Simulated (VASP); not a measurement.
SnH7:

```xyz
8
Lattice="0.0000 3.3842 3.3842 3.3842 0.0000 3.3842 3.3842 3.3842 0.0000" Properties=species:S:1:pos:R:3 pbc="T T T"
Sn    0.0000    0.0000    0.0000
H     3.3842    3.3842    3.3842
H     0.0000    1.6921    1.6921
H     1.6921    3.3842    1.6921
H     3.3842    1.6921    1.6921
H     1.6921    0.0000    1.6921
H     1.6921    1.6921    3.3842
H     1.6921    1.6921    0.0000
```

| Property | Result |
| --- | --- |
| Program | VASP 6.6.1 |
| Task | relaxation of cell and atoms |
| Functional | PBE |
| Potentials or basis | VASP PAW PBE potentials, release 64 (Sn_d, H) |
| Cutoff | 600 eV |
| k mesh | 4 × 4 × 4 |
| Occupations | gaussian, width 0.1 eV |
| Spin | no spin polarisation |

At the start: pressure -13.9 GPa; volume 9.69 Å³/atom.

Problem. Where does the relaxation end?

Solution. Over 6 steps the energy falls by 200.9 meV/atom and the volume is 6.42 Å³/atom (-33.7 %); space group Fm-3m (No. 225, to 0.05 Å).

Step by step:
| step | energy change (eV) | largest force (eV/Å) | pressure (GPa) | volume (Å³) |
| --- | --- | --- | --- | --- |
| 1 | 0.0000 | 0.0000 | -13.89 | 77.52 |
| 2 | -0.7489 | 0.0000 | -12.35 | 68.47 |
| 3 | -1.4801 | 0.0000 | -6.78 | 56.99 |
| 4 | -0.1701 | 0.0000 | 43.95 | 38.04 |
| 5 | -1.5957 | 0.0000 | -2.33 | 53.04 |
| 6 | -1.6074 | 0.0000 | 0.10 | 51.37 |

Final structure:
```yaml
crystal:
  lattice:
    - [0.00000, 2.95052, 2.95052]
    - [2.95052, 0.00000, 2.95052]
    - [2.95052, 2.95052, 0.00000]
  atoms:
    - { symbol: Sn, position: [0.00000, 0.00000, 0.00000] }
    - { symbol: H, position: [0.50000, 0.50000, 0.50000] }
    - { symbol: H, position: [0.50000, 0.00000, 0.00000] }
    - { symbol: H, position: [0.50000, 0.00000, 0.50000] }
    - { symbol: H, position: [0.00000, 0.50000, 0.50000] }
    - { symbol: H, position: [0.00000, 0.50000, 0.00000] }
    - { symbol: H, position: [0.50000, 0.50000, 0.00000] }
    - { symbol: H, position: [0.00000, 0.00000, 0.50000] }
```

Caveat: the k points lie up to 0.46 Å⁻¹ apart in the final cell; the volume moved by over 15 % at a fixed basis, so the end points are rough.
